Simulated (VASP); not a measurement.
# Te2Mo in VASP: further runs, part 2 of 2

VASP 6.6.1.

## (3) Single point, LDA (atom 3 (Mo) moved +0.090 Å along Cartesian [0 0 1])

Input file INCAR:

```
ALGO     = Normal         # electronic algorithm
EDIFF    = 1E-6           # SCF threshold, eV
ENCUT    = 520            # plane-wave cutoff, eV
ISIF     = 2              # what is computed and relaxed
ISMEAR   = 0              # smearing method
LASPH    = T              # aspherical terms in the spheres
LCHARG   = F              # write CHGCAR
LREAL    = F              # projectors in reciprocal space
LWAVE    = F              # write WAVECAR
NBANDS   = 20             # bands
NELM     = 80             # most SCF steps
PREC     = Accurate       # precision mode
SIGMA    = 0.05           # smearing width, eV
```

Input file KPOINTS:

```
k-points
0
Gamma
  12 12 2
```

Input file POSCAR:

```
Te2Mo
1.0
    3.4665480215      0.0000000000      0.0000000000
   -1.7332740108      3.0021186501      0.0000000000
    0.0000000000      0.0000000000     17.5198113284
Te Mo
2 1
Direct
    0.3333333333      0.6666666667      0.8975342416
    0.3333333333      0.6666666667      0.1024657584
    0.0000000000      0.0000000000      0.0051370416
```

Potentials or basis: VASP PAW LDA potentials, release 64 (Te, Mo_sv).

Started as:

```
$ cat potpaw_LDA.64/Te/POTCAR potpaw_LDA.64/Mo_sv/POTCAR > POTCAR
$ mpirun -np 1 vasp_std > vasp.out
```

Wall time 3.4 min (1 thread of Intel Xeon Platinum 8488C (Sapphire Rapids), shared host); peak memory 0.33 GiB.

It converged, with:

- Free energy: -20.3776 eV
- Largest force: 2.098 eV/Å
- Band gap on the k mesh: 1.25 eV

Forces on the atoms (eV/Å):
```
Te   0.000  0.000  0.866
Te   0.000  0.000  1.232
Mo   0.000  0.000 -2.098
```

Levels at points of the mesh, in eV from the valence-band top:
| k point | band 9 | band 10 | band 11 | band 12 | band 13 | band 14 | band 15 | band 16 | band 17 | band 18 |
| --- | --- | --- | --- | --- | --- | --- | --- | --- | --- | --- |
| (0.00, 0.00, 0.00) | -1.67 | -1.67 | -0.76 | -0.76 | -0.44 | 3.30 | 3.30 | 3.87 | 3.87 | 4.35 |
| (0.50, 0.00, 0.00) | -3.35 | -2.31 | -1.65 | -0.69 | -0.09 | 1.60 | 1.90 | 3.39 | 3.98 | 4.17 |
| (0.00, 0.00, 0.50) | -1.67 | -1.67 | -0.76 | -0.76 | -0.44 | 3.30 | 3.30 | 3.87 | 3.87 | 4.43 |
| (0.50, 0.00, 0.50) | -3.35 | -2.31 | -1.65 | -0.69 | -0.09 | 1.60 | 1.90 | 3.39 | 3.98 | 4.17 |

Caveat: the cell differs from its parent crystal (atom 3 (Mo) moved +0.090 Å along Cartesian [0 0 1]); there is no dipole correction, which matters where the two faces differ; spin-orbit coupling is left out, which moves the levels of the heavy elements.

## (4) Single point, LDA (atom 3 (Mo) moved +0.070 Å along Cartesian [0 0 1])

Input file INCAR:

```
SYSTEM = Te2Mo
ALGO     = Normal         ! electronic algorithm
EDIFF    = 1E-6           ! SCF threshold, eV
ENCUT    = 520            ! plane-wave cutoff, eV
GGA      = CA             ! functional
ISIF     = 2              ! what is computed and relaxed
ISMEAR   = 0              ! smearing method
LASPH    = .True.         ! aspherical terms in the spheres
LCHARG   = .False.        ! write CHGCAR
LREAL    = .False.        ! projectors in reciprocal space
LWAVE    = .False.        ! write WAVECAR
NBANDS   = 20             ! bands
NELM     = 80             ! most SCF steps
PREC     = Accurate       ! precision mode
SIGMA    = 0.05           ! smearing width, eV
```

Input file KPOINTS:

```
k-points
0
Gamma
  12 12 2
  0 0 0
```

Changes to POSCAR since step 3:

```diff
@@ -10,2 +10,2 @@
     0.3333333333      0.6666666667      0.1024657584
-    0.0000000000      0.0000000000      0.0051370416
+    0.0000000000      0.0000000000      0.0039954768
```

Started as:

```
$ cat potpaw_LDA.64/Te/POTCAR potpaw_LDA.64/Mo_sv/POTCAR > POTCAR
$ mpirun -np 1 vasp_std > vasp.out
```

It took 3.3 min on 1 thread of Intel Xeon Platinum 8488C (Sapphire Rapids), shared host; peak memory 0.33 GiB.

Results (log left out):

```yaml
Free_energy: -20.4148 eV
Largest_force: 1.631 eV/Å
Band_gap_on_the_k_mesh: 1.25 eV
```

Forces in eV/Å, atoms in the order of the input:
```
Te   0.000  0.000  0.683
Te   0.000  0.000  0.947
Mo   0.000  0.000 -1.631
```

Levels at points of the mesh, in eV from the valence-band top:
| k point | band 11 | band 12 | band 13 | band 14 | band 15 | band 16 |
| --- | --- | --- | --- | --- | --- | --- |
| (0.00, 0.00, 0.00) | -0.78 | -0.78 | -0.50 | 3.32 | 3.32 | 3.81 |
| (0.50, 0.00, 0.00) | -1.66 | -0.72 | -0.11 | 1.60 | 1.90 | 3.41 |
| (0.00, 0.00, 0.50) | -0.78 | -0.78 | -0.50 | 3.32 | 3.32 | 3.81 |
| (0.50, 0.00, 0.50) | -1.66 | -0.72 | -0.11 | 1.60 | 1.90 | 3.41 |

Caveat: the cell differs from its parent crystal (atom 3 (Mo) moved +0.070 Å along Cartesian [0 0 1]); there is no dipole correction, which matters where the two faces differ; spin-orbit coupling is left out, which moves the levels of the heavy elements.

## (5) Single point, LDA (atom 3 (Mo) moved +0.050 Å along Cartesian [0 0 1])

Input file INCAR:

```
PREC = Accurate
ENCUT = 520
EDIFF = 1E-6
ISMEAR = 0
SIGMA = 0.05
LREAL = F
LASPH = T
NELM = 60
ALGO = Normal
ISIF = 2
LWAVE = F
LCHARG = F
GGA = CA
NBANDS = 20
```

Input file KPOINTS:

```
Automatic mesh
0
Gamma
  12 12 2
```

Changes to POSCAR since step 4:

```diff
@@ -10,2 +10,2 @@
     0.3333333333      0.6666666667      0.1024657584
-    0.0000000000      0.0000000000      0.0039954768
+    0.0000000000      0.0000000000      0.0028539120
```

Potentials or basis: VASP PAW LDA potentials, release 64 (Te, Mo_sv).

Started as:

```
$ cat potpaw_LDA.64/Te/POTCAR potpaw_LDA.64/Mo_sv/POTCAR > POTCAR
$ mpirun -np 1 vasp_std > vasp.out
```

OUTCAR:

```text
PREC = Accurate
   ENCUT = 520
   EDIFF = 1E-6
   ISMEAR = 0
   LREAL = F
   LASPH = T
   NELM = 60
   ISIF = 2
   GGA = CA

 ion  position               nearest neighbor table
   1  0.333  0.667  0.898-   3 2.72   3 2.72   3 2.72   2 3.59
   2  0.333  0.667  0.102-   3 2.66   3 2.66   3 2.66   1 3.59
   3  0.000  0.000  0.003-   2 2.66   2 2.66   2 2.66   1 2.72   1 2.72   1 2.72

  LATTYP: Found a hexagonal cell.
 ALAT       =     3.4665480215
 C/A-ratio  =     5.0539646991
[... 746 lines left out ...]

  FORCE on cell =-STRESS in cart. coord.  units (eV):
  Direction    XX          YY          ZZ          XY          YZ          ZX
  --------------------------------------------------------------------------------------
  -------------------------------------------------------------------------------------
  Total        0.1741783      0.1741783      0.2649687     -0.0000000     -0.0000000      0.0000000
  in kB        1.5305595      1.5305595      2.3283631     -0.0000000     -0.0000000      0.0000000
  external PRESSURE =       1.7964940 kB  Pullay stress =       0.0000000 kB

 VOLUME and BASIS-vectors are now :
 -----------------------------------------------------------------------------
  energy-cutoff  :      520.00
  volume of cell :      182.33
      direct lattice vectors                 reciprocal lattice vectors
     3.466548021  0.000000000  0.000000000     0.288471411  0.166549047  0.000000000
    -1.733274011  3.002118650  0.000000000     0.000000000  0.333098094  0.000000000
     0.000000000  0.000000000 17.519811328     0.000000000  0.000000000  0.057078240

 POSITION                                       TOTAL-FORCE (eV/Angst)
 -----------------------------------------------------------------------------------
     -0.00000      2.00141     15.72463         0.000000     -0.000000      0.488473
     -0.00000      2.00141      1.79518        -0.000000      0.000000      0.675628
      0.00000      0.00000      0.05000        -0.000000     -0.000000     -1.164101
 -----------------------------------------------------------------------------------
    total drift:                                0.000000     -0.000000      0.000232

  FREE ENERGIE OF THE ION-ELECTRON SYSTEM (eV)
  ---------------------------------------------------
  free  energy   TOTEN  =       -20.4427889409 eV

  energy  without entropy=      -20.4427889409  energy(sigma->0) =      -20.44278894
```

OSZICAR:

```text
N       E                     dE             d eps       ncg     rms          rms(c)
DAV:   1     0.135845324575E+03    0.13585E+03   -0.11617E+04  1992   0.105E+03
DAV:   2    -0.126647930881E+02   -0.14851E+03   -0.14468E+03  2056   0.229E+02
DAV:   3    -0.209464446322E+02   -0.82817E+01   -0.81918E+01  1924   0.456E+01
[... 14 lines left out ...]
DAV:  18    -0.204427695180E+02   -0.52701E-04   -0.19140E-06  1468   0.400E-03    0.283E-03
DAV:  19    -0.204427804997E+02   -0.10982E-04   -0.24785E-07  1444   0.154E-03    0.224E-03
DAV:  20    -0.204427875274E+02   -0.70277E-05   -0.36784E-07  1280   0.231E-03    0.648E-04
DAV:  21    -0.204427885659E+02   -0.10385E-05   -0.30170E-08  1144   0.645E-04    0.806E-04
DAV:  22    -0.204427889409E+02   -0.37501E-06   -0.96961E-09  1036   0.302E-04
   1 F= -.20442789E+02 E0= -.20442789E+02  d E =-.151892E-25
```

stdout:

```text
POSCAR found type information on POSCAR TeMo
 POSCAR found :  2 types and       3 ions
 scaLAPACK will be used
 LDA part: xc-table for (Slater(with rela. corr.)+CA(PZ))
 , standard interpolation
 POSCAR, INCAR and KPOINTS ok, starting setup
 FFT: planning ... GRIDC
 FFT: planning ... GRID_SOFT
 FFT: planning ... GRID
 WAVECAR not read
 entering main loop
```

Wall time 3.2 min (1 thread of Intel Xeon Platinum 8488C (Sapphire Rapids), shared host); peak memory 0.33 GiB.

Results:

| Item | Value |
| --- | --- |
| Free energy | -20.4428 eV |
| Largest force | 1.164 eV/Å |
| Band gap on the k mesh | 1.24 eV |

Forces on the atoms (eV/Å):
```
Te   0.000  0.000  0.488
Te   0.000  0.000  0.676
Mo   0.000  0.000 -1.164
```

Caveat: the cell differs from its parent crystal (atom 3 (Mo) moved +0.050 Å along Cartesian [0 0 1]); there is no dipole correction, which matters where the two faces differ; spin-orbit coupling is left out, which moves the levels of the heavy elements.

## (6) Overview

```csv
cell,gap on the mesh (eV),largest force (eV/Å)
"as given, atomic positions A",1.24,0.47
"as given, atomic positions B",1.25,2.10
"as given, atomic positions C",1.25,1.63
"as given, atomic positions D",1.24,1.16
```

Alike in all rows: task single point; level LDA; potentials or basis VASP PAW LDA potentials, release 64 (Te, Mo_sv); no spin polarisation; k mesh 12 × 12 × 2; cutoff (eV) 520; smearing gaussian 0.05 eV.

Caveats: there is no dipole correction, which matters where the two faces differ; spin-orbit coupling is left out, which moves the levels of the heavy elements.

Absolute energies hang on the potentials; compare differences alone.
